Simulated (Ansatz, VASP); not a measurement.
**Sc3Al in VASP and in Ansatz**

Contents of POSCAR:

```
Sc3Al
1.0
    4.2899009867      0.0000000000      0.0000000000
    0.0000000000      4.2899009867      0.0000000000
    0.0000000000      0.0000000000      4.2899009867
Sc Al
3 1
Direct
    0.5000000000      0.0000000000      0.5000000000
    0.0000000000      0.5000000000      0.5000000000
    0.5000000000      0.5000000000      0.0000000000
    0.0000000000      0.0000000000      0.0000000000
```

File INCAR.step1:

```
SYSTEM = Sc3Al
PREC     = Accurate       ! precision mode
ENCUT    = 520            ! plane-wave cutoff, eV
ISMEAR   = 0              ! smearing method
SIGMA    = 0.1            ! smearing width, eV
LREAL    = .False.        ! projectors in reciprocal space
LASPH    = .True.         ! aspherical terms in the spheres
NELM     = 100            ! most SCF steps
NBANDS   = 26             ! bands
GGA      = PE             ! functional
ALGO     = Normal         ! electronic algorithm
EDIFF    = 1E-4           ! SCF threshold, eV
LWAVE    = .True.         ! write WAVECAR
LCHARG   = .False.        ! write CHGCAR
```

The input INCAR.step2:

```
SYSTEM = Sc3Al
PREC     = Accurate       ! precision mode
ENCUT    = 520            ! plane-wave cutoff, eV
EDIFF    = 1E-7           ! SCF threshold, eV
ISMEAR   = 0              ! smearing method
SIGMA    = 0.1            ! smearing width, eV
LREAL    = .False.        ! projectors in reciprocal space
LASPH    = .True.         ! aspherical terms in the spheres
NELM     = 100            ! most SCF steps
ALGO     = Normal         ! electronic algorithm
ISIF     = 2              ! what is computed and relaxed
LWAVE    = .False.        ! write WAVECAR
LCHARG   = .True.         ! write CHGCAR
METAGGA  = R2SCAN         ! meta-GGA
LMIXTAU  = .True.       
LELF     = .True.         ! ELF
LVHAR    = .True.       
NBANDS   = 26             ! bands
ISTART   = 1
```

KPOINTS

```
regular mesh
0
Gamma
  10 10 10
  0 0 0
```

Input for Ansatz:

```yaml
crystal:
  lattice:
    - [4.2899009867, 0.0, 0.0]
    - [0.0, 4.2899009867, 0.0]
    - [0.0, 0.0, 4.2899009867]
  atoms:
    - { symbol: Sc, position: [0.5, 0.0, 0.5] }
    - { symbol: Sc, position: [0.0, 0.5, 0.5] }
    - { symbol: Sc, position: [0.5, 0.5, 0.0] }
    - { symbol: Al, position: [0.0, 0.0, 0.0] }
basis:
  ecutwfc: 500
kpoints:
  mp_grid: { grid: [10, 10, 10] }
hamiltonian:
  xc: r2scan
scf:
  occupations: { method: gaussian, width: 0.1 }
output:
  forces: true
  stress: true
  eigenvalues: true
  write_density: true
  write_potential: true
  elf: true
  volumetric_format: npy
```

Alike in both runs: task single point; functional r2SCAN; k mesh 10 × 10 × 10; occupations gaussian, width 0.1 eV; no spin polarisation.

```csv
,VASP,Ansatz
version,VASP 6.6.1,Ansatz 0.2.0
potentials or method,"VASP PAW PBE potentials, release 64 (Sc_sv, Al), cutoff 520 eV","scalar-relativistic, plane waves, PAW"
valence electrons in the cell,36,36
```

|  | VASP | Ansatz | Ansatz less VASP |
| --- | --- | --- | --- |
| gap on the k mesh at the Fermi level (eV) | none | none | - |
| pressure (GPa) | 7.5 | 7.3 | -0.25 |

VASP's potentials were made for PBE, not for r2SCAN. A gap of «none» marks a metal or a gap that the smearing closes. The functional is the same, so the differences come from potentials, cutoffs and numerics.
